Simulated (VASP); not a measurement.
**MgO: single point with PBE**

MgO:

```
Mg O
1.0
     0.00000    1.75524    1.75524
     1.75524    0.00000    1.75524
     1.75524    1.75524    0.00000
Mg O
1 1
Direct
  0.00000 0.00000 0.00000
  0.50000 0.50000 0.50000
```

```yaml
Program: VASP 6.6.1
Task: single point
Functional: PBE
Potentials_or_basis: VASP PAW PBE potentials, release 64 (Mg, O)
Cutoff: 600 eV
k_mesh: 8 × 8 × 8
Occupations: gaussian, width 0.1 eV
Spin: no spin polarisation
```

The pressure is 287.2 GPa and the band gap on the k mesh is 9.01 eV (least direct gap 11.25 eV).

Levels at points of the mesh, in eV from the valence-band top:
| k point | band 2 | band 3 | band 4 | band 5 | band 6 | band 7 |
| --- | --- | --- | --- | --- | --- | --- |
| (0.00, 0.00, 0.00) | 0.00 | 0.00 | 0.00 | 12.16 | 18.66 | 18.66 |
| (0.50, 0.00, 0.00) | -7.70 | -1.64 | -1.64 | 11.90 | 19.49 | 22.71 |
| (0.50, 0.50, 0.00) | -6.73 | -2.24 | -2.24 | 9.01 | 17.53 | 20.16 |

It took 7.9 s on 1 thread of Intel Xeon 8259CL, with other jobs on the host, peak memory 0.12 GiB.

Caveat: the cell stands under pressure. A k mesh can miss the band edges.
